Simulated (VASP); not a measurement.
# KCl (P6_3/mmc) in VASP: further runs

KCl is run at these levels: r2SCAN; tasks: single point.

Program: VASP 6.6.1. These are calculated values, not measurements. Logs are shortened: lines on timing, memory, paths and dates and some standing lists are left out, and cuts for length are marked.

### 1 The cell of the first run

It takes space group P6_3/mmc (No. 194, hexagonal). Conventional cell: a = 5.290 Å, b = 5.290 Å, c = 6.176 Å, α = 90.00°, β = 90.00°, γ = 120.00°. Within 4.0 Å of K (site symmetry -6m2) lie 5 Cl at 3.05 to 3.09 Å. Within 4.0 Å of Cl (site symmetry -6m2) lie 5 K at 3.05 to 3.09 Å.

### 2 Single point, r2SCAN (37.42 Å³/atom)

Input file POSCAR:

```
KCl
1.0
    5.2898219085      0.0000000000      0.0000000000
   -2.6449109542      4.5811201542      0.0000000000
    0.0000000000      0.0000000000      6.1761409485
K Cl
2 2
Direct
    0.3333333333      0.6666666667     -0.0625000000
    0.6666666667      0.3333333333      0.4375000000
    0.3333333333      0.6666666667      0.4375000000
    0.6666666667      0.3333333333      0.9375000000
```

Input file INCAR.step1:

```
SYSTEM = KCl
PREC     = Accurate       ! precision mode
ENCUT    = 520            ! plane-wave cutoff, eV
ISMEAR   = 0              ! smearing method
SIGMA    = 0.01           ! smearing width, eV
LREAL    = .FALSE.        ! projectors in reciprocal space
LASPH    = .TRUE.         ! aspherical terms in the spheres
NELM     = 80             ! most SCF steps
NBANDS   = 24             ! bands
GGA      = PE             ! functional
ALGO     = Normal         ! electronic algorithm
EDIFF    = 1E-4           ! SCF threshold, eV
LWAVE    = .TRUE.         ! write WAVECAR
LCHARG   = .FALSE.        ! write CHGCAR
```

Input file INCAR.step2:

```
SYSTEM = KCl
PREC     = Accurate       ! precision mode
ENCUT    = 520            ! plane-wave cutoff, eV
EDIFF    = 1E-7           ! SCF threshold, eV
ISMEAR   = 0              ! smearing method
SIGMA    = 0.01           ! smearing width, eV
LREAL    = .FALSE.        ! projectors in reciprocal space
LASPH    = .TRUE.         ! aspherical terms in the spheres
NELM     = 80             ! most SCF steps
ALGO     = Normal         ! electronic algorithm
ISIF     = 2              ! what is computed and relaxed
LWAVE    = .FALSE.        ! write WAVECAR
LCHARG   = .FALSE.        ! write CHGCAR
METAGGA  = R2SCAN         ! meta-GGA
LMIXTAU  = .TRUE.       
NBANDS   = 24             ! bands
ISTART   = 1
```

Input file KPOINTS:

```
regular mesh
0
G
  6 6 4
  0 0 0
```

Potentials or basis: VASP PAW PBE potentials, release 64 (K_sv, Cl).

On the command line:

```sh
$ cat potpaw_PBE.64/K_sv/POTCAR potpaw_PBE.64/Cl/POTCAR > POTCAR
$ cp INCAR.step1 INCAR
$ mpirun -np 1 vasp_std > vasp.out
$ cp INCAR.step2 INCAR
$ mpirun -np 1 vasp_std > vasp.out
```

OUTCAR:

```text
SYSTEM = KCl
   PREC = Accurate
   ENCUT = 520
   EDIFF = 1E-7
   ISMEAR = 0
   LREAL = .FALSE.
   LASPH = .TRUE.
   NELM = 80
   ISIF = 2
   METAGGA = R2SCAN
   ISTART = 1

 ion  position               nearest neighbor table
   1  0.333  0.667  0.938-   4 3.05   4 3.05   4 3.05   3 3.09   3 3.09
   2  0.667  0.333  0.438-   3 3.05   3 3.05   3 3.05   4 3.09   4 3.09
   3  0.333  0.667  0.438-   2 3.05   2 3.05   2 3.05   1 3.09   1 3.09
   4  0.667  0.333  0.938-   1 3.05   1 3.05   1 3.05   2 3.09   2 3.09

  LATTYP: Found a hexagonal cell.
 ALAT       =     5.2898219085
 C/A-ratio  =     1.1675517731

  Lattice vectors:

 A1 = (   5.2898219085,   0.0000000000,   0.0000000000)
 A2 = (  -2.6449109542,   4.5811201542,   0.0000000000)
 A3 = (   0.0000000000,   0.0000000000,   6.1761409485)

Analysis of symmetry for initial positions (statically):
=====================================================================
 Subroutine PRICEL returns:
 Original cell was already a primitive cell.

 Routine SETGRP: Setting up the symmetry group for a
 hexagonal supercell.

 Subroutine GETGRP returns: Found 24 space group operations
 (whereof  6 operations were pure point group operations)
 out of a pool of 24 trial point group operations.

The static configuration has the point symmetry C_3v.
 The point group associated with its full space group is D_6h.

Analysis of symmetry for dynamics (positions and initial velocities):
=====================================================================
 Subroutine PRICEL returns:
 Original cell was already a primitive cell.

 Routine SETGRP: Setting up the symmetry group for a
 hexagonal supercell.

 Subroutine GETGRP returns: Found 24 space group operations
 (whereof  6 operations were pure point group operations)
 out of a pool of 24 trial point group operations.

The dynamic configuration has the point symmetry C_3v.
 The point group associated with its full space group is D_6h.

 Subroutine INISYM returns: Found 24 space group operations
 (whereof  6 operations are pure point group operations),
 and found     1 'primitive' translations

----------------------------------------------------------------------------------------

                                     Primitive cell

  volume of cell :     149.6683

  direct lattice vectors                    reciprocal lattice vectors
     5.289821908  0.000000000  0.000000000     0.189042281  0.109143612  0.000000000
    -2.644910954  4.581120154  0.000000000     0.000000000  0.218287224  0.000000000
     0.000000000  0.000000000  6.176140948     0.000000000  0.000000000  0.161913403

  length of vectors
     5.289821908  5.289821908  6.176140948     0.218287224  0.218287224  0.161913403

  position of ions in fractional coordinates (direct lattice)
     0.333333333  0.666666667  0.937500000
     0.666666667  0.333333333  0.437500000
     0.333333333  0.666666667  0.437500000
     0.666666667  0.333333333  0.937500000

  ion indices of the primitive-cell ions
   primitive index   ion index
                 1           1
                 2           2
                 3           3
                 4           4

----------------------------------------------------------------------------------------

 KPOINTS: regular mesh

Automatic generation of k-mesh.
 Grid dimensions read from file:
 generate k-points for:    6    6    4

 Generating k-lattice:

  Cartesian coordinates                     Fractional coordinates (reciprocal lattice)
     0.031507047  0.018190602  0.000000000     0.166666667  0.000000000  0.000000000
     0.000000000  0.036381204  0.000000000     0.000000000  0.166666667  0.000000000
     0.000000000  0.000000000  0.040478351     0.000000000  0.000000000  0.250000000

  Length of vectors
     0.036381204  0.036381204  0.040478351

  Shift w.r.t. Gamma in fractional coordinates (k-lattice)
     0.000000000  0.000000000  0.000000000

 Subroutine IBZKPT returns following result:
 ===========================================

 Found     21 irreducible k-points:

 Following reciprocal coordinates:
            Coordinates               Weight
  0.000000  0.000000  0.000000      1.000000
  0.166667  0.000000  0.000000      6.000000
  0.333333  0.000000  0.000000      6.000000
  0.500000  0.000000  0.000000      3.000000
  0.166667  0.166667  0.000000      6.000000
  0.333333  0.166667  0.000000     12.000000
[... 13 lines left out ...]
  0.333333  0.166667  0.500000     12.000000
  0.333333  0.333333  0.500000      2.000000
   k-points           NKPTS =     21   k-points in BZ     NKDIM =     21   number of bands    NBANDS=     24
   number of dos      NEDOS =    301   number of ions     NIONS =      4
   total plane-waves  NPLWV =  76800
   dimension x,y,z NGX =    40 NGY =   40 NGZ =   48
   dimension x,y,z NGXF=    80 NGYF=   80 NGZF=   96
   ions per type =               2   2
   NGX,Y,Z   is equivalent  to a cutoff of  12.57, 12.57, 12.92 a.u.
   NGXF,Y,Z  is equivalent  to a cutoff of  25.14, 25.14, 25.84 a.u.
 SYSTEM =  KCl
   PREC   = accura    normal or accurate (medium, high low for compatibility)
   ISTART =      1    job   : 0-new  1-cont  2-samecut
   ICHARG =      0    charge: 1-file 2-atom 10-const
   ISPIN  =      1    spin polarized calculation?
   LNONCOLLINEAR =      F non collinear calculations
   LSORBIT =      F    spin-orbit coupling
   LASPH  =      T    aspherical Exc in radial PAW
   ENCUT  =  520.0 eV  38.22 Ry    6.18 a.u.   9.84  9.84 11.48*2*pi/ulx,y,z
   NELM   =     80;   NELMIN=  2; NELMDL=  0     # of ELM steps
   EDIFF  = 0.1E-06   stopping-criterion for ELM
   LREAL  =      F    real-space projection
   EDIFFG = 0.1E-05   stopping-criterion for IOM
   NSW    =      0    number of steps for IOM
   IBRION =     -1    ionic relax: 0-MD 1-quasi-New 2-CG
   NFREE  =      0    steps in history (QN), initial steepest desc. (CG)
   ISIF   =      2    stress and relaxation
   ISYM   =      2    0-nonsym 1-usesym 2-fastsym
   POTIM  = 0.5000    time-step for ionic-motion
   TEBEG  =    0.0;   TEEND  =   0.0 temperature during run
   PSTRESS=    0.0 pullay stress
   NELECT =      32.0000    total number of electrons
   NUPDOWN=      -1.0000    fix difference up-down
   EMIN   =  10.00;   EMAX   =-10.00  energy-range for DOS
   EFERMI =   0.00;   METHOD = LEGACY
   ISMEAR =     0;   SIGMA  =   0.01  broadening in eV -4-tet -1-fermi 0-gaus
   EFERMI_NEDOS =   21; number of points for ismear=-14 and -15
   IALGO  =     38    algorithm
   IMIX   =      4    mixing-type and parameters
     AMIX     =   0.40;   BMIX     =  1.00
     AMIX_MAG =   1.60;   BMIX_MAG =  1.00
  volume/ion in A,a.u.               =      37.42       252.50
  Fermi-wavevector in a.u.,A,eV,Ry     =   0.978922  1.849895 13.038309  0.958289
  Thomas-Fermi vector in A             =   2.109735
   LORBIT       =      0    0 simple, 1 ext, 2 COOP (PROOUT), +10 PAW based schemes
   METAGGA = R2SCAN    functional components
   LHFCALC =     F    Hartree Fock is set to
   AEXX    =    0.0000 exact exchange contribution
   IVDW    =     0    specifies the selected vdW correction
   LEPSILON=     F    determine dielectric tensor
   LRPA    =     F    only Hartree local field effects (RPA)
 non-spin polarized calculation
 Gauss-broadening in eV      SIGMA  =   0.01
  energy-cutoff  :      520.00
  volume of cell :      149.67
 maximum number of plane-waves:      4068
 NGX is ok and might be reduce to    40
   NGX = 19   NGY = 19   NGZ = 23

 number of electron      32.0000003 magnetization

 Free energy of the ion-electron system (eV)
  ---------------------------------------------------
  ext. energy  EPLUGINS =         0.00000000
  ---------------------------------------------------
  free energy    TOTEN  =       -32.73709838 eV

  energy without entropy =      -32.73709838  energy(sigma->0) =      -32.73709838

 E-fermi :  -2.8907     XC(G=0):  -6.9534

 val. band max:       -2.9376454871   @ k =   0.0000   0.0000   0.0000
 cond. band min:       2.4657185064   @ k =   0.0000   0.0000   0.0000
 fundamental gap:      5.4033639935
 Fermi energy:        -2.8906697788

 k-point     1 :       0.0000    0.0000    0.0000
  band No.  band energies     occupation
      1     -31.2907      2.00000
      2     -31.2765      2.00000
      3     -15.5868      2.00000
      4     -15.4943      2.00000
      5     -14.1093      2.00000
      6     -14.0675      2.00000
[... 16 lines left out ...]
     23       6.9455      0.00000
     24       7.1646      0.00000

 k-point     2 :       0.1667    0.0000    0.0000
  band No.  band energies     occupation
      1     -31.2895      2.00000
      2     -31.2770      2.00000
      3     -15.6162      2.00000
      4     -15.5383      2.00000
      5     -14.1006      2.00000
      6     -14.0724      2.00000
[... 16 lines left out ...]
     23       6.9738      0.00000
     24       7.2268      0.00000

 k-point     3 :       0.3333    0.0000    0.0000
  band No.  band energies     occupation
      1     -31.2868      2.00000
      2     -31.2786      2.00000
      3     -15.6680      2.00000
      4     -15.6215      2.00000
      5     -14.0815      2.00000
      6     -14.0787      2.00000
[... 16 lines left out ...]
     23       7.1773      0.00000
     24       7.3528      0.00000
[... 433 lines left out ...]
 k-point    20 :       0.3333    0.1667    0.5000
  band No.  band energies     occupation
      1     -31.2823      2.00000
      2     -31.2823      2.00000
      3     -15.7751      2.00000
      4     -15.7751      2.00000
      5     -14.0551      2.00000
      6     -14.0551      2.00000
[... 16 lines left out ...]
     23       7.1733      0.00000
     24       7.1733      0.00000

 k-point    21 :       0.3333    0.3333    0.5000
  band No.  band energies     occupation
      1     -31.2821      2.00000
      2     -31.2821      2.00000
      3     -15.7883      2.00000
      4     -15.7883      2.00000
      5     -14.0606      2.00000
      6     -14.0606      2.00000
[... 16 lines left out ...]
     23       7.1773      0.00000
     24       7.1773      0.00000

------------------------ aborting loop because EDIFF is reached ----------------------------------------

  FORCE on cell =-STRESS in cart. coord.  units (eV):
  Direction    XX          YY          ZZ          XY          YZ          ZX
  --------------------------------------------------------------------------------------
  -------------------------------------------------------------------------------------
  Total        0.4105509      0.4105509      0.5157857      0.0000000      0.0000000      0.0000000
  in kB        4.3948863      4.3948863      5.5214089      0.0000000      0.0000000      0.0000000
  external PRESSURE =       4.7703939 kB  Pullay stress =       0.0000000 kB

 VOLUME and BASIS-vectors are now :
 -----------------------------------------------------------------------------
  energy-cutoff  :      520.00
  volume of cell :      149.67
      direct lattice vectors                 reciprocal lattice vectors
     5.289821908  0.000000000  0.000000000     0.189042281  0.109143612  0.000000000
    -2.644910954  4.581120154  0.000000000     0.000000000  0.218287224  0.000000000
     0.000000000  0.000000000  6.176140948     0.000000000  0.000000000  0.161913403

 POSITION                                       TOTAL-FORCE (eV/Angst)
 -----------------------------------------------------------------------------------
     -0.00000      3.05408      5.79013        -0.000000     -0.000000     -0.000000
      2.64491      1.52704      2.70206         0.000000      0.000000      0.000000
     -0.00000      3.05408      2.70206         0.000000      0.000000      0.000000
      2.64491      1.52704      5.79013        -0.000000     -0.000000     -0.000000
 -----------------------------------------------------------------------------------
    total drift:                               -0.000000      0.000000      0.000000

  FREE ENERGIE OF THE ION-ELECTRON SYSTEM (eV)
  ---------------------------------------------------
  free  energy   TOTEN  =       -32.7370983805 eV

  energy  without entropy=      -32.7370983805  energy(sigma->0) =      -32.73709838
```

It took 2.2 min on 1 thread of Intel Xeon 6975P-C (Granite Rapids), shared host; peak memory 0.32 GiB.

What came out:

```
Free energy            : -32.7371 eV
Pressure               : 0.5 GPa
Band gap on the k mesh : 5.40 eV
```

Stress tensor (GPa, compression positive):
```
0.44 0.00 0.00
0.00 0.44 0.00
0.00 0.00 0.55
```

Caveat: the PAW data sets were made with another functional, which shifts forces and pressure a little. A k mesh can miss the band edges.

(Part 1 of 2 ends here.)
